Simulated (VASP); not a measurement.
# Sc2AlF3 (P-6m2) in VASP: single point with PBE

Aim: the single point of Sc2AlF3 with PBE.

Program: VASP 6.6.1. These are calculated values, not measurements. Logs are shortened: lines on timing, memory, paths and dates and some standing lists are left out, and cuts for length are marked.

**1. The cell of the first run**

It takes space group P-6m2 (No. 187, hexagonal). The conventional cell has a = 3.870 Å, b = 3.870 Å, c = 7.810 Å, α = 90.00°, β = 90.00°, γ = 120.00°. Sc (site symmetry 3m) has 9 F at 2.96 to 2.97 Å and 3 Al at 2.96 Å and 8 Sc at 3.87 to 3.91 Å within 4.0 Å. Al (site symmetry -6m2) has 3 F at 2.23 Å and 6 Sc at 2.96 Å within 3.0 Å. F (site symmetry -6m2) has 3 F at 2.23 Å and 6 Sc at 2.97 Å within 3.0 Å. F (site symmetry -6m2) has 3 Al at 2.23 Å and 6 Sc at 2.96 Å within 3.0 Å. Within 3.0 Å of F (site symmetry -6m2) lie 3 F at 2.23 Å and 6 Sc at 2.97 Å.

The cell was built from a structure type or drawn by symmetry, and may not be a known phase.

**2. Single point, PBE, collinear spin**

Input file INCAR:

```
ALGO = Normal ; EDIFF = 1E-6
ENCUT = 600 ; GGA = PE
GGA_COMPAT = F ; ISIF = 2
ISMEAR = 0 ; ISPIN = 2
LASPH = T ; LCHARG = F
LMAXMIX = 4 ; LORBIT = 11
LREAL = F ; LWAVE = F
MAGMOM = 0 0 0 1 1 1 ; NBANDS = 36
NELM = 200 ; PREC = Accurate
SIGMA = 0.1
```

Input file KPOINTS:

```
k-points
0
Gamma
  6 6 2
```

Input file POSCAR:

```
Sc2AlF3
1.0
    3.8695150700      0.0000000000      0.0000000000
   -1.9347575400      3.3510983500      0.0000000000
    0.0000000000      0.0000000000      7.8102528600
Sc Al F
2 1 3
Direct
    0.6666666700      0.3333333300      0.2494100000
    0.6666666700      0.3333333300      0.7505900000
    0.0000000000      0.0000000000      0.0000000000
    0.0000000000      0.0000000000      0.5000000000
    0.3333333300      0.6666666700      0.0000000000
    0.3333333300      0.6666666700      0.5000000000
```

Potentials or basis: VASP PAW PBE potentials, release 64 (Sc_sv, Al, F).

The run is started by

```sh
$ cat potpaw_PBE.64/Sc_sv/POTCAR potpaw_PBE.64/Al/POTCAR potpaw_PBE.64/F/POTCAR > POTCAR
$ mpirun -np 1 vasp_std > vasp.out
```

OUTCAR:

```text
EDIFF = 1E-6
   ENCUT = 600
   GGA = PE
   ISIF = 2
   ISMEAR = 0
   ISPIN = 2
   LASPH = T
   LORBIT = 11
   LREAL = F
   NELM = 200
   PREC = Accurate

 ion  position               nearest neighbor table
   1  0.667  0.333  0.249-   3 2.96   3 2.96   3 2.96
   2  0.667  0.333  0.751-   3 2.96   3 2.96   3 2.96
   3  0.000  0.000  0.000-   5 2.23   5 2.23   5 2.23   1 2.96   2 2.96   2 2.96   1 2.96   2 2.96
                             1 2.96
   4  0.000  0.000  0.500-
   5  0.333  0.667  0.000-   3 2.23   3 2.23   3 2.23
   6  0.333  0.667  0.500-

  LATTYP: Found a hexagonal cell.
 ALAT       =     3.8695150700
 C/A-ratio  =     2.0184061100

  Lattice vectors:

 A1 = (   3.8695150700,   0.0000000000,   0.0000000000)
 A2 = (  -1.9347575400,   3.3510983500,   0.0000000000)
 A3 = (   0.0000000000,   0.0000000000,   7.8102528600)

Analysis of symmetry for initial positions (statically):
=====================================================================
 Subroutine PRICEL returns:
 Original cell was already a primitive cell.

 Routine SETGRP: Setting up the symmetry group for a
 hexagonal supercell.

 Subroutine GETGRP returns: Found 12 space group operations
 (whereof 12 operations were pure point group operations)
 out of a pool of 24 trial point group operations.

The static configuration has the point symmetry D_3h.

Analysis of symmetry for dynamics (positions and initial velocities):
=====================================================================
 Subroutine PRICEL returns:
 Original cell was already a primitive cell.

 Routine SETGRP: Setting up the symmetry group for a
 hexagonal supercell.

 Subroutine GETGRP returns: Found 12 space group operations
 (whereof 12 operations were pure point group operations)
 out of a pool of 24 trial point group operations.

The dynamic configuration has the point symmetry D_3h.

Analysis of structural, dynamic, and magnetic symmetry:
=====================================================================
 Subroutine PRICEL returns:
 Original cell was already a primitive cell.

 Routine SETGRP: Setting up the symmetry group for a
 hexagonal supercell.

 Subroutine GETGRP returns: Found 12 space group operations
 (whereof 12 operations were pure point group operations)
 out of a pool of 24 trial point group operations.

The overall configuration has the point symmetry D_3h.

 Subroutine INISYM returns: Found 12 space group operations
 (whereof 12 operations are pure point group operations),
 and found     1 'primitive' translations

----------------------------------------------------------------------------------------

                                     Primitive cell

  volume of cell :     101.2765

  direct lattice vectors                    reciprocal lattice vectors
     3.869515070  0.000000000  0.000000000     0.258430315  0.149204813  0.000000000
    -1.934757540  3.351098350  0.000000000     0.000000000  0.298409624  0.000000000
     0.000000000  0.000000000  7.810252860     0.000000000  0.000000000  0.128036828

  length of vectors
     3.869515070  3.869515072  7.810252860     0.298409625  0.298409624  0.128036828

  position of ions in fractional coordinates (direct lattice)
     0.666666670  0.333333330  0.249410000
     0.666666670  0.333333330  0.750590000
     0.000000000  0.000000000  0.000000000
     0.000000000  0.000000000  0.500000000
     0.333333330  0.666666670  0.000000000
     0.333333330  0.666666670  0.500000000

  ion indices of the primitive-cell ions
   primitive index   ion index
                 1           1
                 2           2
                 3           3
                 4           4
                 5           5
                 6           6

----------------------------------------------------------------------------------------

 KPOINTS: k-points
[... 32 lines left out ...]
  0.000000  0.000000  0.500000      1.000000
  0.166667  0.000000  0.500000      6.000000
  0.333333 -0.000000  0.500000      6.000000
  0.500000 -0.000000  0.500000      3.000000
  0.166667  0.166667  0.500000      6.000000
  0.333333  0.166667  0.500000     12.000000
  0.333333  0.333333  0.500000      2.000000
   k-points           NKPTS =     14   k-points in BZ     NKDIM =     14   number of bands    NBANDS=     36
   number of dos      NEDOS =    301   number of ions     NIONS =      6
   total plane-waves  NPLWV =  65536
   dimension x,y,z NGX =    32 NGY =   32 NGZ =   64
   dimension x,y,z NGXF=    64 NGYF=   64 NGZF=  128
   ions per type =               2   1   3
   NGX,Y,Z   is equivalent  to a cutoff of  13.75, 13.75, 13.62 a.u.
   NGXF,Y,Z  is equivalent  to a cutoff of  27.50, 27.50, 27.25 a.u.
 SYSTEM =  unknown system
   PREC   = accura    normal or accurate (medium, high low for compatibility)
   ISTART =      0    job   : 0-new  1-cont  2-samecut
   ICHARG =      2    charge: 1-file 2-atom 10-const
   ISPIN  =      2    spin polarized calculation?
   LNONCOLLINEAR =      F non collinear calculations
   LSORBIT =      F    spin-orbit coupling
   LASPH  =      T    aspherical Exc in radial PAW
   ENCUT  =  600.0 eV  44.10 Ry    6.64 a.u.   7.73  7.73 15.60*2*pi/ulx,y,z
   NELM   =    200;   NELMIN=  2; NELMDL= -5     # of ELM steps
   EDIFF  = 0.1E-05   stopping-criterion for ELM
   LREAL  =      F    real-space projection
   EDIFFG = 0.1E-04   stopping-criterion for IOM
   NSW    =      0    number of steps for IOM
   IBRION =     -1    ionic relax: 0-MD 1-quasi-New 2-CG
   NFREE  =      0    steps in history (QN), initial steepest desc. (CG)
   ISIF   =      2    stress and relaxation
   ISYM   =      2    0-nonsym 1-usesym 2-fastsym
   POTIM  = 0.5000    time-step for ionic-motion
   TEBEG  =    0.0;   TEEND  =   0.0 temperature during run
   PSTRESS=    0.0 pullay stress
   NELECT =      46.0000    total number of electrons
   NUPDOWN=      -1.0000    fix difference up-down
   EMIN   =  10.00;   EMAX   =-10.00  energy-range for DOS
   EFERMI =   0.00;   METHOD = LEGACY
   ISMEAR =     0;   SIGMA  =   0.10  broadening in eV -4-tet -1-fermi 0-gaus
   EFERMI_NEDOS =   21; number of points for ismear=-14 and -15
   IALGO  =     38    algorithm
   IMIX   =      4    mixing-type and parameters
     AMIX     =   0.40;   BMIX     =  1.00
     AMIX_MAG =   1.60;   BMIX_MAG =  1.00
  volume/ion in A,a.u.               =      16.88       113.91
  Fermi-wavevector in a.u.,A,eV,Ry     =   1.258417  2.378063 21.546360  1.583613
  Thomas-Fermi vector in A             =   2.392027
   LORBIT       =     11    0 simple, 1 ext, 2 COOP (PROOUT), +10 PAW based schemes
   GGA     = PE    functional components
   LHFCALC =     F    Hartree Fock is set to
   AEXX    =    0.0000 exact exchange contribution
   IVDW    =     0    specifies the selected vdW correction
   LEPSILON=     F    determine dielectric tensor
   LRPA    =     F    only Hartree local field effects (RPA)
 spin polarized calculation
 Gauss-broadening in eV      SIGMA  =   0.10
  energy-cutoff  :      600.00
  volume of cell :      101.28
 maximum number of plane-waves:      3416
 NGX is ok and might be reduce to    32
   NGX = 15   NGY = 15   NGZ = 31

 number of electron      45.9999985 magnetization      -0.0113685

 number of electron      45.9999985 magnetization       0.0009328

 Free energy of the ion-electron system (eV)
  ---------------------------------------------------
  ext. energy  EPLUGINS =         0.00000000
  ---------------------------------------------------
  free energy    TOTEN  =       -29.33927190 eV

  energy without entropy =      -29.33103807  energy(sigma->0) =      -29.33515498

 E-fermi :   3.4004     XC(G=0):  -9.5573

 val. band max:        3.3889066323   @ k =   0.0000   0.0000   0.5000
 cond. band min:       3.4345935883   @ k =   0.3333   0.3333   0.5000
 fundamental gap:      0.0456869560
 Fermi energy:         3.4004482770

 spin component 1

 k-point     1 :       0.0000    0.0000    0.0000
  band No.  band energies     occupation
      1     -47.4755      1.00000
      2     -47.4738      1.00000
      3     -26.0530      1.00000
      4     -26.0530      1.00000
      5     -26.0505      1.00000
      6     -26.0505      1.00000
[... 521 lines left out ...]
     34       6.9727      0.00000
     35       7.3203      0.00000
 Fermi energy:         3.4004482770

 spin component 2

 k-point     1 :       0.0000    0.0000    0.0000
  band No.  band energies     occupation
      1     -47.4753      1.00000
      2     -47.4737      1.00000
      3     -26.0529      1.00000
      4     -26.0529      1.00000
      5     -26.0503      1.00000
      6     -26.0503      1.00000
[... 521 lines left out ...]
     34       6.9729      0.00000
     35       7.3205      0.00000
 [bands above 35 left out]

------------------------ aborting loop because EDIFF is reached ----------------------------------------

  FORCE on cell =-STRESS in cart. coord.  units (eV):
  Direction    XX          YY          ZZ          XY          YZ          ZX
  --------------------------------------------------------------------------------------
  -------------------------------------------------------------------------------------
  Total        0.3426660      0.3426660    -10.1190744     -0.0000000      0.0000000      0.0000000
  in kB        5.4209172      5.4209172   -160.0820217     -0.0000000      0.0000000      0.0000000
  external PRESSURE =     -49.7467291 kB  Pullay stress =       0.0000000 kB

 VOLUME and BASIS-vectors are now :
 -----------------------------------------------------------------------------
  energy-cutoff  :      600.00
  volume of cell :      101.28
      direct lattice vectors                 reciprocal lattice vectors
     3.869515070  0.000000000  0.000000000     0.258430315  0.149204813  0.000000000
    -1.934757540  3.351098350  0.000000000     0.000000000  0.298409624  0.000000000
     0.000000000  0.000000000  7.810252860     0.000000000  0.000000000  0.128036828

 POSITION                                       TOTAL-FORCE (eV/Angst)
 -----------------------------------------------------------------------------------
      1.93476      1.11703      1.94796        -0.000000      0.000000      2.897177
      1.93476      1.11703      5.86230        -0.000000      0.000000     -2.897177
      0.00000      0.00000      0.00000        -0.000000     -0.000000      0.000000
      0.00000      0.00000      3.90513        -0.000000     -0.000000      0.000000
     -0.00000      2.23407      0.00000        -0.000000     -0.000000      0.000000
     -0.00000      2.23407      3.90513         0.000000     -0.000000      0.000000
 -----------------------------------------------------------------------------------
    total drift:                                0.000029     -0.000017      0.000000

  FREE ENERGIE OF THE ION-ELECTRON SYSTEM (eV)
  ---------------------------------------------------
  free  energy   TOTEN  =       -29.3392719001 eV

  energy  without entropy=      -29.3310380657  energy(sigma->0) =      -29.33515498

 total charge

# of ion       s       p       d       tot
------------------------------------------
    1        2.161   6.040   0.878   9.080
    2        2.161   6.040   0.878   9.080
    3        0.462   0.322   0.000   0.784
    4        1.744   4.271   0.000   6.015
    5        1.771   4.273   0.000   6.044
    6        1.743   4.267   0.000   6.010
--------------------------------------------------
tot         10.044  25.213   1.757  37.013

 magnetization (x)

# of ion       s       p       d       tot
------------------------------------------
    1        0.000   0.000   0.000   0.000
    2        0.000   0.000   0.000   0.000
    3       -0.000  -0.000   0.000  -0.000
    4        0.000  -0.000   0.000  -0.000
    5        0.000   0.000   0.000   0.000
    6        0.000  -0.000   0.000  -0.000
--------------------------------------------------
tot          0.000  -0.000   0.000   0.000
```

Run time: 4.2 min. Hardware: 1 thread of Intel Xeon 8259CL, shared host; peak memory 0.34 GiB.

What came out:

* Free energy: -29.3393 eV
* Pressure: -5.0 GPa
* Largest force: 2.897 eV/Å
* Band gap on the k mesh: zero (filled and empty bands overlap)
* Net moment: 0.00 μB per cell
* Valence electrons inside the program's atomic spheres: Sc 9.08; Al 0.78; F 6.01, 6.04 (each value once)

Forces in eV/Å, atoms in the order of the input:
```
Sc   0.000  0.000  2.897
Sc   0.000  0.000 -2.897
Al   0.000  0.000  0.000
F    0.000  0.000  0.000
F    0.000  0.000  0.000
F    0.000  0.000  0.000
```

Stress tensor (GPa, compression positive):
```
  0.54   0.00   0.00
  0.00   0.54   0.00
  0.00   0.00 -16.01
```

Caveat: the k points lie up to 0.40 Å⁻¹ apart; forces of over 1 eV/Å act on the atoms, so gaps and moduli don't describe the material at rest.
